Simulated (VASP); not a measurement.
Wanted: the native input for a VASP 6.6.1 run.

```
Task                   : single point
Functional             : PBEsol
Potentials or basis    : VASP PAW PBE potentials, release 64 (Hf_pv, N)
Cutoff                 : 520 eV
k mesh                 : 10 × 10 × 8
Occupations            : gaussian, width 0.05 eV
Spin                   : no spin polarisation
Dipole correction      : no
Further INCAR settings : ALGO = Normal; EDIFF = 1e-06; NBANDS = 23
```

The structure of HfN lies in POSCAR:

```
HfN
1.0
    3.1241248300      0.0000000000      0.0000000000
   -1.5620624150      2.7055714674      0.0000000000
    0.0000000000      0.0000000000      5.6135424941
Hf N
2 2
Direct
    0.0000000000      0.0000000000      0.0000000000
    0.0000000000      0.0000000000      0.5000000000
    0.3333333333      0.6666666667      0.2500000000
    0.6666666667      0.3333333333      0.7500000000
```

One way to write it, as run:

INCAR

```
SYSTEM = HfN
PREC     = Accurate       ! precision mode
ENCUT    = 520            ! plane-wave cutoff, eV
EDIFF    = 1E-6           ! SCF threshold, eV
ISMEAR   = 0              ! smearing method
SIGMA    = 0.05           ! smearing width, eV
LREAL    = .False.        ! projectors in reciprocal space
LASPH    = .True.         ! aspherical terms in the spheres
NELM     = 100            ! most SCF steps
ALGO     = Normal         ! electronic algorithm
ISIF     = 2              ! what is computed and relaxed
LWAVE    = .False.        ! write WAVECAR
LCHARG   = .False.        ! write CHGCAR
GGA      = PS             ! functional
NBANDS   = 23             ! bands
```

KPOINTS

```
Automatic mesh
0
Gamma
  10 10 8
  0 0 0
```

Potentials or basis: VASP PAW PBE potentials, release 64 (Hf_pv, N).

Run with:

```console
$ cat potpaw_PBE.64/Hf_pv/POTCAR potpaw_PBE.64/N/POTCAR > POTCAR
$ mpirun -np 1 vasp_std > vasp.out
```

It gave:

```
Pressure               : -2.0 GPa
Band gap on the k mesh : zero (bands 15 and 16 overlap by 1.57 eV)
```

Caveat: the PAW data sets were made with another functional, which shifts forces and pressure a little; spin-orbit coupling is left out, which moves the levels of the heavy elements.

It took 51 s on 1 thread of Intel Xeon 8259CL, on a shared host, peak memory 0.21 GiB.
